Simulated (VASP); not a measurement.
# Ru (Fm-3m) in VASP: further runs, part 2 of 2

VASP 6.6.1. The steps go on from the part before.

### 6 Relaxation of cell and atoms, PBEsol

This run uses another cell than the first one, of 15.08 Å³/atom, 1.127 times its volume.

INCAR

```
PREC = Accurate
ENCUT = 600
EDIFF = 1E-6
ISMEAR = 0
SIGMA = 0.1
LREAL = F
LASPH = T
NELM = 100
ALGO = Normal
ISIF = 3
LWAVE = F
LCHARG = F
GGA = PS
IBRION = 2
NSW = 80
EDIFFG = -0.05
```

KPOINTS

```
regular mesh
0
Gamma
  8 8 8
```

POSCAR

```
Ru
1.0
    0.0000000000      1.9610803102      1.9610803102
    1.9610803102      0.0000000000      1.9610803102
    1.9610803102      1.9610803102      0.0000000000
Ru
1
Direct
    0.0000000000      0.0000000000      0.0000000000
```

Potentials or basis: VASP PAW PBE potentials, release 64 (Ru_pv).

Launch:

```sh
cat potpaw_PBE.64/Ru_pv/POTCAR > POTCAR
mpirun -np 1 vasp_std > vasp.out
```

OUTCAR:

```text
PREC = Accurate
   ENCUT = 600
   EDIFF = 1E-6
   ISMEAR = 0
   LREAL = F
   LASPH = T
   NELM = 100
   ISIF = 3
   GGA = PS
   IBRION = 2
   NSW = 80
   EDIFFG = -0.05

 ion  position               nearest neighbor table
   1  0.000  0.000  0.000-

  LATTYP: Found a face centered cubic cell.
 ALAT       =     3.9221606204

  Lattice vectors:

 A1 = (   0.0000000000,   1.9610803102,   1.9610803102)
 A2 = (   1.9610803102,   0.0000000000,   1.9610803102)
 A3 = (   1.9610803102,   1.9610803102,   0.0000000000)

Analysis of symmetry for initial positions (statically):
=====================================================================
 Subroutine PRICEL returns:
 Original cell was already a primitive cell.

 Routine SETGRP: Setting up the symmetry group for a
[... 321 lines left out ...]
 cond. band min:      12.8280982266   @ k =   0.0000   0.0000   0.0000
 fundamental gap:      0.0860473126
 Fermi energy:        12.8203911530

 k-point     1 :       0.0000    0.0000    0.0000
  band No.  band energies     occupation
      1     -29.4179      2.00000
      2     -29.4179      2.00000
      3     -29.4179      2.00000
      4       4.8495      2.00000
      5      10.2888      2.00000
      6      10.2888      2.00000
      7      10.2888      2.00000
      8      12.8281      0.91321
      9      12.8281      0.91321
     10      23.3574      0.00000
     11      27.9418      0.00000
[... 309 lines left out ...]
 k-point    24 :      -0.3750    0.2500    0.1250
  band No.  band energies     occupation
      1     -30.4033      2.00000
      2     -29.8726      2.00000
      3     -29.6666      2.00000
      4       7.9940      2.00000
      5       8.8979      2.00000
      6      10.7058      2.00000
      7      11.5205      2.00000
      8      14.5006      0.00000
      9      19.4267      0.00000
     10      22.7176      0.00000
     11      23.3731      0.00000

 [... further k-points ...]
[... 5 lines left out ...]
  --------------------------------------------------------------------------------------
  -------------------------------------------------------------------------------------
  Total        0.0008677      0.0008677      0.0008677      0.0000000     -0.0000000      0.0000000
  in kB        0.1042316      0.1042316      0.1042316      0.0000000     -0.0000000      0.0000000
  external PRESSURE =       0.1042316 kB  Pullay stress =       0.0000000 kB
[... 16 lines left out ...]
  FREE ENERGIE OF THE ION-ELECTRON SYSTEM (eV)
  ---------------------------------------------------
  free  energy   TOTEN  =       -10.0955272535 eV

  energy  without entropy=      -10.0918826087  energy(sigma->0) =      -10.09370493

 reached required accuracy - stopping structural energy minimisation
```

OSZICAR:

```text
N       E                     dE             d eps       ncg     rms          rms(c)
DAV:   1     0.109838755882E+03    0.10984E+03   -0.91902E+03   638   0.147E+03
DAV:   2    -0.916515218303E+01   -0.11900E+03   -0.11483E+03   662   0.367E+02
DAV:   3    -0.107324660950E+02   -0.15673E+01   -0.15334E+01   752   0.456E+01
[... 43 lines left out ...]
DAV:   1    -0.101057171933E+02   -0.10840E-01   -0.20731E-01   650   0.683E+00    0.921E-01
DAV:   2    -0.100957547656E+02    0.99624E-02   -0.24506E-02   656   0.208E+00    0.145E-01
DAV:   3    -0.100954375711E+02    0.31719E-03   -0.15291E-03   689   0.498E-01    0.964E-02
DAV:   4    -0.100955262696E+02   -0.88698E-04   -0.73912E-05   701   0.106E-01    0.951E-03
DAV:   5    -0.100955272535E+02   -0.98391E-06   -0.21783E-06   636   0.200E-02
   5 F= -.10095527E+02 E0= -.10093705E+02  d E =-.192633E+00
```

CONTCAR:

```text
Ru
   1.00000000000000
     0.0000000000000000    1.8822689950011335    1.8822689950011335
     1.8822689950011335    0.0000000000000000    1.8822689950011335
     1.8822689950011335    1.8822689950011335   -0.0000000000000000
  Ru
     1
Direct
     0.0000000000000000    0.0000000000000000    0.0000000000000000

  0.00000000E+00  0.00000000E+00  0.00000000E+00
```

It took 21 s on 1 thread of Intel Xeon Platinum 8259CL at 2.50GHz (Skylake/Cascade Lake), shared host; peak memory 0.14 GiB.

Results:

| Property | Result |
| --- | --- |
| Free energy | -10.0955 eV |
| Relaxed volume | 13.34 Å³/atom |
| Relaxed cell | a = 2.662 Å, b = 2.662 Å, c = 2.662 Å, α = 60.00°, β = 60.00°, γ = 60.00° |
| Space group after relaxing (to 0.05 Å) | Fm-3m (No. 225) |
| Energy gained by relaxing | 192.6 meV/atom |
| Ionic steps | 5 |
| Pressure after relaxing | 0.0 GPa |
| Band gap on the k mesh | zero (band 7 reaches 15.30 eV, above the bottom of band 8 at 12.05 eV) |

The path:
| step | energy change (eV) | largest force (eV/Å) | pressure (GPa) | volume (Å³) |
| --- | --- | --- | --- | --- |
| 1 | 0.0000 | 0.0000 | -31.32 | 15.08 |
| 2 | 2.0363 | 0.0000 | 255.12 | 9.52 |
| 3 | -0.1887 | 0.0000 | -5.52 | 13.56 |
| 4 | -0.1920 | 0.0000 | -2.28 | 13.43 |
| 5 | -0.1926 | 0.0000 | 0.01 | 13.34 |

Final structure:
```
CELL_PARAMETERS angstrom
0.00000 1.88227 1.88227
1.88227 0.00000 1.88227
1.88227 1.88227 0.00000
ATOMIC_POSITIONS crystal
Ru 0.00000 0.00000 0.00000
```

Levels at points of the mesh, in eV from the Fermi level:
```tsv
k point	band 5	band 6	band 7	band 8	band 9	band 10
(0.00, 0.00, 0.00)	-2.53	-2.53	-2.53	0.01	0.01	10.54
(0.50, 0.00, 0.00)	-2.66	-2.66	1.11	1.94	1.94	10.36
(0.50, 0.50, 0.00)	-5.96	1.90	2.48	2.48	3.79	10.53
```

Caveat: the PAW data sets were made with another functional, which shifts forces and pressure a little.

### 7 The runs side by side

| task | cell | k mesh | cutoff (eV) | gap on the mesh (eV) | pressure (GPa) | relaxed volume (Å³/atom) |
| --- | --- | --- | --- | --- | --- | --- |
| single point | a = 2.665 Å, angles 60.0°, 1 atom | 20 × 20 × 20 | 520 | none | -0.1 | - |
| relaxation of cell and atoms | relaxed from a = 2.662 Å, angles 60.0°, 1 atom | 20 × 20 × 20 | 600 | none | 0.0 | 13.38 |
| single point | a = 2.662 Å, angles 60.0°, 1 atom | 8 × 8 × 8 | 520 | none | -0.1 | - |
| single point | a = 2.773 Å, angles 60.0°, 1 atom | 8 × 8 × 8 | 520 | none | -31.3 | - |
| relaxation of cell and atoms | relaxed from a = 2.773 Å, angles 60.0°, 1 atom | 8 × 8 × 8 | 600 | none | 0.0 | 13.34 |

Alike in all rows: level PBEsol; potentials or basis VASP PAW PBE potentials, release 64 (Ru_pv); no spin polarisation; smearing gaussian 0.1 eV.

Caveats: some runs use coarse meshes; the PAW data sets were made with another functional, which shifts forces and pressure a little.

Total energies depend on the potentials used, so only differences within one code and one set of settings carry meaning.
